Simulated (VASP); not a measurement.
# BaS in VASP: settings compared, part 2 of 2

VASP 6.6.1. The steps go on from the part before.

**3. Relaxation of the atoms, PBE+TS-HI**

The input, INCAR:

```
ALGO     = Normal         # electronic algorithm
DIPOL    = 0.5 0.5 0.500
EDIFF    = 1E-6           # SCF threshold, eV
EDIFFG   = -0.02          # ionic threshold
ENCUT    = 520            # plane-wave cutoff, eV
GGA      = PE             # functional
IBRION   = 2              # ionic algorithm
IDIPOL   = 3            
ISIF     = 2              # what is computed and relaxed
ISMEAR   = -1             # smearing method
IVDW     = 21             # dispersion correction
LASPH    = T              # aspherical terms in the spheres
LCHARG   = F              # write CHGCAR
LDIPOL   = T            
LREAL    = F              # projectors in reciprocal space
LWAVE    = F              # write WAVECAR
NELM     = 100            # most SCF steps
NSW      = 40             # ionic steps
PREC     = Accurate       # precision mode
SIGMA    = 0.05           # smearing width, eV
```

The input, KPOINTS:

```
k-points
0
Gamma
  5 5 1
```

The input, POSCAR:

```
BaS
1.0
    4.5166445648      0.0000000000      0.0000000000
    0.0000000000      4.5166445648      0.0000000000
    0.0000000000      0.0000000000     24.5812500000
Ba S
4 4
Selective dynamics
Direct
    0.5000000000      0.5000000000      0.3051106026  F F F
    0.0000000000      0.0000000000      0.4350368675  F F F
    0.5000000000      0.5000000000      0.5649631325  T T T
    0.0000000000      0.0000000000      0.6948893974  T T T
    0.0000000000      0.0000000000      0.3051106026  F F F
    0.5000000000      0.5000000000      0.4350368675  F F F
    0.0000000000      0.0000000000      0.5649631325  T T T
    0.5000000000      0.5000000000      0.6948893974  T T T
```

Potentials or basis: VASP PAW PBE potentials, release 64 (Ba_sv, S).

On the command line:

```bash
> cat potpaw_PBE.64/Ba_sv/POTCAR potpaw_PBE.64/S/POTCAR > POTCAR
> mpirun -np 1 vasp_std > vasp.out
```

OUTCAR:

```text
EDIFF = 1E-6
   EDIFFG = -0.02
   ENCUT = 520
   GGA = PE
   IBRION = 2
   ISIF = 2
   ISMEAR = -1
   IVDW = 21
   LASPH = T
   LREAL = F
   NELM = 100
   NSW = 40
   PREC = Accurate
  IVDW =  21

 ion  position               nearest neighbor table
   1  0.500  0.500  0.305-   6 3.19   5 3.19   5 3.19   5 3.19   5 3.19   2 4.52   2 4.52   2 4.52
                             2 4.52
   2  0.000  0.000  0.435-   5 3.19   6 3.19   6 3.19   6 3.19   6 3.19   7 3.19   1 4.52   1 4.52
                             1 4.52   1 4.52   3 4.52   3 4.52   3 4.52   3 4.52
   3  0.500  0.500  0.565-   8 3.19   7 3.19   7 3.19   7 3.19   7 3.19   6 3.19   4 4.52   4 4.52
                             4 4.52   4 4.52   2 4.52   2 4.52   2 4.52   2 4.52
   4  0.000  0.000  0.695-   7 3.19   8 3.19   8 3.19   8 3.19   8 3.19   3 4.52   3 4.52   3 4.52
                             3 4.52
   5  0.000  0.000  0.305-   2 3.19   1 3.19   1 3.19   1 3.19   1 3.19
   6  0.500  0.500  0.435-   1 3.19   2 3.19   2 3.19   2 3.19   2 3.19   3 3.19
[... 457 lines left out ...]
 Free energy of the ion-electron system (eV)
  ---------------------------------------------------
  ext. energy  EPLUGINS =         0.00000000
  ---------------------------------------------------
  free energy    TOTEN  =       -39.98338218 eV

  energy without entropy =      -39.98338218  energy(sigma->0) =      -39.98338218

 E-fermi :  -0.0860     XC(G=0):  -4.9598

 val. band max:       -1.1486938560   @ k =   0.0000   0.0000   0.0000
 cond. band min:       0.9044064787   @ k =   0.0000   0.0000   0.0000
 fundamental gap:      2.0531003347
 Fermi energy:        -0.0860269858

 k-point     1 :       0.0000    0.0000    0.0000
  band No.  band energies     occupation
      1     -27.7289      2.00000
      2     -27.6411      2.00000
      3     -27.3683      2.00000
      4     -27.3319      2.00000
      5     -13.2248      2.00000
      6     -13.1532      2.00000
[... 235 lines left out ...]
     37       3.3853      0.00000
     38       3.4467      0.00000

------------------------ aborting loop because EDIFF is reached ----------------------------------------

 vacuum level on the upper side and lower side of the slab       (xc-potential included)         0.052        -0.065

  Tkatchenko/Scheffler method for vdW energy calculation

  Number of pair interactions contributing to vdW energy:   37148

  Edisp (eV):   -1.06928
[... 31 lines left out ...]
  FREE ENERGIE OF THE ION-ELECTRON SYSTEM (eV)
  ---------------------------------------------------
  free  energy   TOTEN  =       -41.0526667205 eV

  energy  without entropy=      -41.0526667201  energy(sigma->0) =      -41.05266672

 reached required accuracy - stopping structural energy minimisation

 vacuum level on the upper side and lower side of the slab         3.000         2.883
```

Wall time 17 min (1 thread of Intel Xeon Platinum 8259CL at 2.50GHz (Skylake/Cascade Lake), shared host); peak memory 0.64 GiB.

Results:

| Quantity | Value |
| --- | --- |
| Free energy | -41.0527 eV |
| Energy gained by relaxing | 0.8 meV/atom |
| Ionic steps | 6 |
| Band gap on the k mesh | 2.05 eV |
| Hirshfeld charges | Ba +0.40, +0.30 (each value once); S -0.39, -0.30 (each value once) e |
| Dispersion energy per atom | -0.134 eV |

The path:
```
step  energy change (eV)  largest force on free atoms (eV/Å)  pressure (GPa)
   1              0.0000                              0.1634           -0.44
   2             -0.0025                              0.1237           -0.44
   3             -0.0058                              0.0513           -0.41
   4             -0.0058                              0.0534           -0.40
   5             -0.0061                              0.0294           -0.40
   6             -0.0062                              0.0131           -0.40
```

Final structure:
```
Ba S
1.0
     4.51664    0.00000    0.00000
     0.00000    4.51664    0.00000
     0.00000    0.00000   24.58125
Ba S
4 4
Direct
  0.50000 0.50000 0.30511
  0.00000 0.00000 0.43504
  0.50000 0.50000 0.56607
  0.00000 0.00000 0.69353
  0.00000 0.00000 0.30511
  0.50000 0.50000 0.43504
  0.00000 0.00000 0.56615
  0.50000 0.50000 0.69446
```

Caveat: spin-orbit coupling is left out, which moves the levels of the heavy elements.

**4. Relaxation of the atoms, PBE+MBD-FI**

Edit INCAR of step 3 so:

```diff
@@ -10,3 +10,3 @@
 ISMEAR   = -1             # smearing method
-IVDW     = 21             # dispersion correction
+IVDW     = 263            # dispersion correction
 LASPH    = T              # aspherical terms in the spheres
```

KPOINTS is that of step 3.

POSCAR is that of step 3.

On the command line:

```bash
> cat potpaw_PBE.64/Ba_sv/POTCAR potpaw_PBE.64/S/POTCAR > POTCAR
> mpirun -np 1 vasp_std > vasp.out
```

It took 47 min on 1 thread of Intel Xeon Platinum 8259CL at 2.50GHz (Skylake/Cascade Lake), shared host; peak memory 0.64 GiB.

The run converged. Its results:

```yaml
Free_energy: -44.6234 eV
Energy_gained_by_relaxing: 16.0 meV/atom
Ionic_steps: 12
Band_gap_on_the_k_mesh: 1.91 eV
Hirshfeld_charges: Ba +0.40, +0.30 (each value once); S -0.39, -0.30 (each value once) e
Dispersion_energy_per_atom: -0.594 eV
```

Step by step:
| step | energy change (eV) | largest force on free atoms (eV/Å) | pressure (GPa) |
| --- | --- | --- | --- |
| 1 | 0.0000 | 0.6051 | -2.70 |
| 2 | -0.0144 | 0.4945 | -2.67 |
| 3 | -0.0416 | 0.3084 | -2.60 |
| 4 | -0.0556 | 0.2645 | -2.08 |
| 5 | -0.0696 | 0.2069 | -2.05 |
| 6 | -0.0977 | 0.3830 | -1.99 |
| 7 | -0.1018 | 0.2924 | -1.95 |
| 8 | -0.1333 | 0.0944 | -1.87 |
| 9 | -0.1248 | 0.0740 | -1.87 |
| 10 | -0.1350 | 0.0630 | -1.88 |
| 11 | -0.1346 | 0.0601 | -1.88 |
| 12 | -0.1282 | 0.0186 | -1.87 |

Final structure:
```xyz
8
Lattice="4.5166 0.0000 0.0000 0.0000 4.5166 0.0000 0.0000 0.0000 24.5813" Properties=species:S:1:pos:R:3 pbc="T T T"
Ba    2.2583    2.2583    7.5000
Ba    0.0000    0.0000   10.6938
Ba    2.2583    2.2583   13.7682
Ba    0.0000    0.0000   16.7806
S     0.0000    0.0000    7.5000
S     2.2583    2.2583   10.6938
S     0.0000    0.0000   13.7682
S     2.2583    2.2583   16.8458
```

Levels at points of the mesh, in eV from the valence-band top:
```tsv
k point	band 29	band 30	band 31	band 32	band 33	band 34	band 35	band 36
(0.00, 0.00, 0.00)	-0.08	-0.08	0.00	0.00	1.91	2.36	2.90	2.92
```

Caveat: spin-orbit coupling is left out, which moves the levels of the heavy elements.

**5. Relaxation of the atoms, PBE+dDsC**

Edit INCAR of step 4 so:

```diff
@@ -10,3 +10,3 @@
 ISMEAR   = -1             # smearing method
-IVDW     = 263            # dispersion correction
+IVDW     = 4              # dispersion correction
 LASPH    = T              # aspherical terms in the spheres
```

KPOINTS is that of step 4.

POSCAR is that of step 4.

On the command line:

```bash
> cat potpaw_PBE.64/Ba_sv/POTCAR potpaw_PBE.64/S/POTCAR > POTCAR
> mpirun -np 1 vasp_std > vasp.out
```

Wall time 19 min (1 thread of Intel Xeon Platinum 8259CL at 2.50GHz (Skylake/Cascade Lake), shared host); peak memory 0.63 GiB.

Results (log left out):

* Free energy: -42.6337 eV
* Energy gained by relaxing: 3.5 meV/atom
* Ionic steps: 14
* Band gap on the k mesh: 2.03 eV
* Hirshfeld charges: Ba +0.50, +0.41, +0.49 (each value once); S -0.49, -0.41 (each value once) e
* Dispersion energy per atom: -0.332 eV

Step by step:
```csv
step,energy change (eV),largest force on free atoms (eV/Å),pressure (GPa)
1,0.0000,0.1876,-0.83
2,0.0080,0.1443,-0.81
3,-0.0293,0.0816,-0.79
4,-0.0352,0.0825,-0.79
5,-0.0488,0.0532,-0.78
6,-0.0671,0.0423,-0.78
7,-0.0884,0.0350,-0.78
8,-0.2035,0.0368,-0.80
9,-0.0311,0.0519,-0.72
10,-0.1987,0.0396,-0.79
11,-0.0299,0.0336,-0.73
12,-0.0231,0.0340,-0.72
13,-0.0323,0.0312,-0.71
14,-0.0279,0.0097,-0.71
```

Final structure:
```
Ba S
1.0
     4.51664    0.00000    0.00000
     0.00000    4.51664    0.00000
     0.00000    0.00000   24.58125
Ba S
4 4
Direct
  0.50000 0.50000 0.30511
  0.00000 0.00000 0.43504
  0.50000 0.50000 0.56481
  0.00000 0.00000 0.69197
  0.00000 0.00000 0.30511
  0.50000 0.50000 0.43504
  0.00000 0.00000 0.56532
  0.50000 0.50000 0.69249
```

Levels at points of the mesh, in eV from the valence-band top:
```tsv
k point	band 28	band 29	band 30	band 31	band 32	band 33	band 34	band 35	band 36	band 37
(0.00, 0.00, 0.00)	-0.34	-0.06	-0.06	0.00	0.00	2.03	2.39	2.86	2.93	3.17
```

Caveat: spin-orbit coupling is left out, which moves the levels of the heavy elements.

**6. Overview**

```tsv
level	gap on the mesh (eV)
PBE+TS	2.12
PBE+TS-HI	2.05
PBE+MBD-FI	1.91
PBE+dDsC	2.03
```

Alike in all rows: task relaxation of the atoms; potentials or basis VASP PAW PBE potentials, release 64 (Ba_sv, S); no spin polarisation; cell atoms relaxed; k mesh 5 × 5 × 1; cutoff (eV) 520; smearing fermi-dirac 0.05 eV.

Caveats: spin-orbit coupling is left out, which moves the levels of the heavy elements.

Absolute energies hang on the potentials; compare differences alone.
